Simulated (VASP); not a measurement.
# ZrF2 (I4_1/amd) in VASP: a series of runs, part 2 of 2

VASP 6.6.1. Earlier steps stand in the parts before.

## (3) Single point, PBE, collinear spin

Input file INCAR:

```
ALGO     = Normal         # electronic algorithm
EDIFF    = 1E-6           # SCF threshold, eV
ENCUT    = 520            # plane-wave cutoff, eV
GGA      = PE             # functional
ISIF     = 2              # what is computed and relaxed
ISMEAR   = 0              # smearing method
ISPIN    = 2              # spin polarisation
LASPH    = True           # aspherical terms in the spheres
LCHARG   = False          # write CHGCAR
LMAXMIX  = 4              # l up to which the mixer works
LORBIT   = 11             # projections on sites
LREAL    = False          # projectors in reciprocal space
LWAVE    = False          # write WAVECAR
MAGMOM   = 1 1 0 0 0 0    # initial moments
NBANDS   = 39             # bands
NELM     = 150            # most SCF steps
PREC     = Accurate       # precision mode
SIGMA    = 0.1            # smearing width, eV
```

Input file KPOINTS:

```
k-points
0
Gamma
  6 6 6
```

Input file POSCAR:

```
ZrF2
1.0
   -2.0043951425      2.0043951425      4.8401774040
    2.0043951425     -2.0043951425      4.8401774040
    2.0043951425      2.0043951425     -4.8401774040
Zr F
2 4
Direct
    0.2500000000      0.7500000000      0.5000000000
    0.5000000000      0.5000000000      0.0000000000
    0.3750000000      0.1250000000      0.2500000000
    0.8750000000      0.1250000000      0.7500000000
    0.8750000000      0.1250000000      0.2500000000
    0.8750000000      0.6250000000      0.7500000000
```

Potentials or basis: VASP PAW PBE potentials, release 64 (Zr_sv, F).

The run is started by

```console
cat potpaw_PBE.64/Zr_sv/POTCAR potpaw_PBE.64/F/POTCAR > POTCAR
mpirun -np 1 vasp_std > vasp.out
```

OUTCAR:

```text
EDIFF = 1E-6
   ENCUT = 520
   GGA = PE
   ISIF = 2
   ISMEAR = 0
   ISPIN = 2
   LASPH = True
   LORBIT = 11
   LREAL = False
   NELM = 150
   PREC = Accurate

 ion  position               nearest neighbor table
   1  0.250  0.750  0.500-   5 2.55   6 2.55   3 2.55   4 2.55   5 2.55   6 2.55   3 2.55   4 2.55
                             2 3.14   2 3.14   2 3.14   2 3.14
   2  0.500  0.500  0.000-   4 2.55   3 2.55   6 2.55   4 2.55   5 2.55   3 2.55   6 2.55   5 2.55
                             1 3.14   1 3.14   1 3.14   1 3.14
   3  0.375  0.125  0.250-   1 2.55   2 2.55   1 2.55   2 2.55
   4  0.875  0.125  0.750-   1 2.55   1 2.55   2 2.55   2 2.55
   5  0.875  0.125  0.250-   2 2.55   1 2.55   2 2.55   1 2.55
   6  0.875  0.625  0.750-   2 2.55   1 2.55   2 2.55   1 2.55

  LATTYP: Found a body centered tetragonal cell.
 ALAT       =     4.0087902850
 C/A-ratio  =     2.4147820464

  Lattice vectors:

 A1 = (  -2.0043951425,   2.0043951425,   4.8401774040)
 A2 = (   2.0043951425,  -2.0043951425,   4.8401774040)
 A3 = (   2.0043951425,   2.0043951425,  -4.8401774040)

Analysis of symmetry for initial positions (statically):
=====================================================================
 Subroutine PRICEL returns:
 Original cell was already a primitive cell.

 Routine SETGRP: Setting up the symmetry group for a
 body centered tetragonal supercell.

 Subroutine GETGRP returns: Found 16 space group operations
 (whereof  8 operations were pure point group operations)
 out of a pool of 16 trial point group operations.

The static configuration has the point symmetry D_2d.
 The point group associated with its full space group is D_4h.

Analysis of symmetry for dynamics (positions and initial velocities):
=====================================================================
 Subroutine PRICEL returns:
 Original cell was already a primitive cell.

 Routine SETGRP: Setting up the symmetry group for a
 body centered tetragonal supercell.

 Subroutine GETGRP returns: Found 16 space group operations
 (whereof  8 operations were pure point group operations)
 out of a pool of 16 trial point group operations.

The dynamic configuration has the point symmetry D_2d.
 The point group associated with its full space group is D_4h.

Analysis of structural, dynamic, and magnetic symmetry:
=====================================================================
 Subroutine PRICEL returns:
 Original cell was already a primitive cell.

 Routine SETGRP: Setting up the symmetry group for a
 body centered tetragonal supercell.

 Subroutine GETGRP returns: Found 16 space group operations
 (whereof  8 operations were pure point group operations)
 out of a pool of 16 trial point group operations.

The overall configuration has the point symmetry D_2d.
 The point group associated with its full space group is D_4h.

 Subroutine INISYM returns: Found 16 space group operations
 (whereof  8 operations are pure point group operations),
 and found     1 'primitive' translations

----------------------------------------------------------------------------------------

                                     Primitive cell

  volume of cell :      77.7836

  direct lattice vectors                    reciprocal lattice vectors
    -2.004395142  2.004395142  4.840177404     0.000000000  0.249451812  0.103301999
     2.004395142 -2.004395142  4.840177404     0.249451812  0.000000000  0.103301999
     2.004395142  2.004395142 -4.840177404     0.249451812  0.249451812  0.000000000

  length of vectors
     5.609145842  5.609145842  5.609145842     0.269995388  0.269995388  0.352778136
[... 103 lines left out ...]
   EFERMI =   0.00;   METHOD = LEGACY
   ISMEAR =     0;   SIGMA  =   0.10  broadening in eV -4-tet -1-fermi 0-gaus
   EFERMI_NEDOS =   21; number of points for ismear=-14 and -15
   IALGO  =     38    algorithm
   IMIX   =      4    mixing-type and parameters
     AMIX     =   0.40;   BMIX     =  1.00
     AMIX_MAG =   1.60;   BMIX_MAG =  1.00
  volume/ion in A,a.u.               =      12.96        87.48
  Fermi-wavevector in a.u.,A,eV,Ry     =   1.431462  2.705072 27.879491  2.049085
  Thomas-Fermi vector in A             =   2.551196
   LORBIT       =     11    0 simple, 1 ext, 2 COOP (PROOUT), +10 PAW based schemes
   GGA     = PE    functional components
   LHFCALC =     F    Hartree Fock is set to
   AEXX    =    0.0000 exact exchange contribution
   IVDW    =     0    specifies the selected vdW correction
   LEPSILON=     F    determine dielectric tensor
   LRPA    =     F    only Hartree local field effects (RPA)
 spin polarized calculation
 Gauss-broadening in eV      SIGMA  =   0.10
  energy-cutoff  :      520.00
  volume of cell :       77.78
 maximum number of plane-waves:      2118
 NGX is ok and might be reduce to    42
   NGX = 21   NGY = 21   NGZ = 21

 number of electron      51.9999992 magnetization       0.0005353

 number of electron      51.9999992 magnetization      -0.0001763

 Free energy of the ion-electron system (eV)
  ---------------------------------------------------
  ext. energy  EPLUGINS =         0.00000000
  ---------------------------------------------------
  free energy    TOTEN  =       -34.16975094 eV

  energy without entropy =      -34.16123285  energy(sigma->0) =      -34.16549190

 E-fermi :   7.0174     XC(G=0): -11.0597

 val. band max:        7.0163575632   @ k =   0.1667   0.1667   0.1667
 cond. band min:       7.0839047642   @ k =   0.1667  -0.0000   0.0000
 fundamental gap:      0.0675472010
 Fermi energy:         7.0173862230

 spin component 1

 k-point     1 :       0.0000    0.0000    0.0000
  band No.  band energies     occupation
      1     -43.3189      1.00000
      2     -43.2070      1.00000
      3     -21.4495      1.00000
      4     -21.3643      1.00000
      5     -21.3643      1.00000
      6     -21.2231      1.00000
[... 973 lines left out ...]
     37      16.8047      0.00000
     38      18.4897      0.00000

 [... further k-points ...]

 spin component 2

 k-point     1 :       0.0000    0.0000    0.0000
  band No.  band energies     occupation
      1     -43.3187      1.00000
      2     -43.2067      1.00000
      3     -21.4494      1.00000
      4     -21.3643      1.00000
      5     -21.3643      1.00000
      6     -21.2231      1.00000
[... 973 lines left out ...]
     37      16.8047      0.00000
     38      18.4896      0.00000

 [... further k-points ...]

 [bands above 38 left out]

------------------------ aborting loop because EDIFF is reached ----------------------------------------

  FORCE on cell =-STRESS in cart. coord.  units (eV):
  Direction    XX          YY          ZZ          XY          YZ          ZX
  --------------------------------------------------------------------------------------
  -------------------------------------------------------------------------------------
  Total       -0.0552190     -0.0552190     -0.0152090      0.0000000      0.0000000      0.0000000
  in kB       -1.1373942     -1.1373942     -0.3132736      0.0000000      0.0000000      0.0000000
  external PRESSURE =      -0.8626874 kB  Pullay stress =       0.0000000 kB

 VOLUME and BASIS-vectors are now :
 -----------------------------------------------------------------------------
  energy-cutoff  :      520.00
  volume of cell :       77.78
      direct lattice vectors                 reciprocal lattice vectors
    -2.004395142  2.004395142  4.840177404     0.000000000  0.249451812  0.103301999
     2.004395142 -2.004395142  4.840177404     0.249451812  0.000000000  0.103301999
     2.004395142  2.004395142 -4.840177404     0.249451812  0.249451812  0.000000000

 POSITION                                       TOTAL-FORCE (eV/Angst)
 -----------------------------------------------------------------------------------
      2.00440      0.00000      2.42009        -0.000000      0.000000      0.000000
      0.00000      0.00000      4.84018         0.000000     -0.000000     -0.000000
      0.00000      1.00220      1.21004         0.000000      0.000000     -0.000000
      0.00000      3.00659      1.21004         0.000000      0.000000     -0.000000
     -1.00220      2.00440      3.63013         0.000000      0.000000     -0.000000
      1.00220      2.00440      3.63013         0.000000      0.000000     -0.000000
 -----------------------------------------------------------------------------------
    total drift:                                0.000000      0.000000     -0.000000

  FREE ENERGIE OF THE ION-ELECTRON SYSTEM (eV)
  ---------------------------------------------------
  free  energy   TOTEN  =       -34.1697509412 eV

  energy  without entropy=      -34.1612328517  energy(sigma->0) =      -34.16549190

 total charge

# of ion       s       p       d       tot
------------------------------------------
    1        2.146   5.934   1.446   9.526
    2        2.146   5.934   1.446   9.526
    3        1.750   4.325   0.000   6.075
    4        1.750   4.325   0.000   6.075
    5        1.750   4.325   0.000   6.075
    6        1.750   4.325   0.000   6.075
--------------------------------------------------
tot         11.292  29.170   2.891  43.353

 magnetization (x)

# of ion       s       p       d       tot
------------------------------------------
    1        0.000   0.000  -0.000  -0.000
    2        0.000   0.000  -0.000  -0.000
    3        0.000  -0.000   0.000  -0.000
    4        0.000  -0.000   0.000  -0.000
    5        0.000  -0.000   0.000  -0.000
    6        0.000  -0.000   0.000  -0.000
--------------------------------------------------
tot          0.000  -0.000  -0.000  -0.000
```

It took 2.2 min on 1 thread of Intel Xeon 6975P-C (Granite Rapids), shared host; peak memory 0.38 GiB.

Results:

```
Free energy                                           : -34.1698 eV
Pressure                                              : -0.1 GPa
Band gap on the k mesh                                : zero (filled and empty bands overlap)
Net moment                                            : 0.00 μB per cell
Valence electrons inside the program's atomic spheres : Zr 9.53; F 6.08
```
